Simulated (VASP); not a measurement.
Crystal: LiNbBr2.

```
Li Nb Br
1.0
     5.52329    0.00000    0.00000
     0.00000    5.52329    0.00000
     0.00000    0.00000    2.57847
Li Nb Br
1 1 2
Cartesian
  2.7616 2.7616 1.2892
  0.0000 0.0000 0.0000
  2.7616 0.0000 0.0000
  0.0000 2.7616 0.0000
```

| Property | Result |
| --- | --- |
| Program | VASP 6.6.1 |
| Task | relaxation of cell and atoms |
| Functional | PBE |
| Potentials or basis | VASP PAW PBE potentials, release 64 (Li_sv, Nb_sv, Br) |
| Cutoff | 600 eV |
| k mesh | 4 × 4 × 6 |
| Occupations | gaussian, width 0.1 eV |
| Spin | no spin polarisation |

At the start: pressure 9.7 GPa; volume 19.67 Å³/atom.

Q: Where does the relaxation end?

A: Over 8 steps the energy falls by 552.5 meV/atom and the volume is 22.16 Å³/atom (+12.7 %); space group P4/mmm (No. 123, to 0.1 Å) before and after.

The path:
```
step  energy change (eV)  largest force (eV/Å)  pressure (GPa)  volume (Å³)
   1              0.0000                0.0000            9.74        78.66
   2             -1.6783                0.0000           -2.02        92.37
   3             -1.8034                0.0000           -4.15        96.51
   4             -1.8190                0.0000           -4.84        98.36
   5             -2.1949                0.0000           -1.45        90.71
   6             -2.2085                0.0000           -0.36        89.22
   7             -2.2083                0.0000           -0.52        89.41
   8             -2.2100                0.0000           -0.18        88.65
```

Final structure:
```cif
data_structure
_symmetry_space_group_name_H-M 'P 1'
_symmetry_Int_Tables_number 1
_cell_length_a 5.1533
_cell_length_b 5.1533
_cell_length_c 3.3383
_cell_angle_alpha 90.000
_cell_angle_beta 90.000
_cell_angle_gamma 90.000
_cell_volume 88.65
loop_
_atom_site_label
_atom_site_type_symbol
_atom_site_fract_x
_atom_site_fract_y
_atom_site_fract_z
_atom_site_occupancy
Li1 Li 0.50000 0.50000 0.50000 1
Nb1 Nb 0.00000 0.00000 0.00000 1
Br1 Br 0.50000 0.00000 0.00000 1
Br2 Br 0.00000 0.50000 0.00000 1
```

Caveat: the k points lie up to 0.31 Å⁻¹ apart in the final cell, too coarse for converged energies and pressures of a metal; the cutoff is under 1.25 times the usual one of these potentials, so pressure, stress and relaxed cells hold a basis-set (Pulay) error; a cell axis changed by over 15 % at a fixed basis, so the end point is rough.
